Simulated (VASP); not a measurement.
## CuO: single point with PBE+U

The system is CuO.

```
Cu O
1.0
     2.34185   -1.71130    0.00000
     2.34185    1.71130    0.00000
    -0.85003    0.00000    5.05787
Cu O
2 2
Direct
  0.00000 0.50000 0.00000
  0.50000 0.00000 0.50000
  0.58160 0.41840 0.25000
  0.41840 0.58160 0.75000
```

```yaml
Program: VASP 6.6.1
Task: single point
Functional: PBE
Potentials_or_basis: VASP PAW PBE potentials, release 64 (Cu_sv_GW, O)
Cutoff: 700 eV
k_mesh: 7 × 7 × 4
Occupations: gaussian, width 0.05 eV
Spin: collinear spin, ferromagnetic start
Starting_moments: "[0.69, 0.69, 0.36, 0.36] μB"
Hubbard_terms: Cu d U = 5.0 eV
Dipole_correction: no
Further_INCAR_settings: ALGO = Normal; EDIFF = 1e-06; NBANDS = 37
```

* Pressure: 4.2 GPa
* Largest force: 0.021 eV/Å
* Band gap on the k mesh: 0.71 eV (least direct gap 0.73 eV)
* Net moment: 2.00 μB per cell
* Site moments: Cu +0.72; O +0.26 μB
* Valence electrons inside the program's atomic spheres: Cu 17.49; O 5.01

Forces in eV/Å, atoms in the order of the input:
```
Cu   0.000  0.000  0.000
Cu   0.000  0.000  0.000
O    0.000 -0.021  0.000
O    0.000  0.021  0.000
```

Stress tensor (GPa, compression positive):
```
3.63 0.00 0.30
0.00 4.08 0.00
0.30 0.00 4.93
```

Levels at points of the mesh, in eV from the valence-band top:
Spin up:
```csv
k point,band 24,band 25,band 26,band 27,band 28,band 29
"(0.00, 0.00, 0.00)",-2.23,-0.61,-0.07,1.64,6.32,8.29
"(0.00, 0.00, 0.50)",-2.00,-0.73,-0.73,4.01,4.01,11.86
```
Spin down:
| k point | band 21 | band 22 | band 23 | band 24 | band 25 | band 26 | band 27 | band 28 |
| --- | --- | --- | --- | --- | --- | --- | --- | --- |
| (0.00, 0.00, 0.00) | -2.71 | -2.26 | -2.19 | -1.73 | 1.65 | 1.98 | 2.59 | 6.43 |
| (0.00, 0.00, 0.50) | -3.17 | -3.17 | -1.52 | -1.52 | 1.99 | 1.99 | 4.30 | 4.30 |

Eigenvalues of the final occupation matrices:
```
    site  spin  trace               eigenvalues
site 1 d     1   4.80  0.94 0.95 0.95 0.96 0.99
site 1 d     2   4.08  0.30 0.93 0.95 0.95 0.96
site 2 d     1   4.80  0.94 0.95 0.95 0.96 0.99
site 2 d     2   4.08  0.30 0.93 0.95 0.95 0.96
```

Run time: 3.5 min on 1 thread of Intel(R) Xeon(R) 6975P-C (Granite Rapids), with other jobs on the host, peak memory 0.37 GiB.

Caveat: the cell stands under pressure; an odd mesh through Γ misses points on the zone boundary, where band edges can lie. The state reached can hang on the start; a lower one may exist.
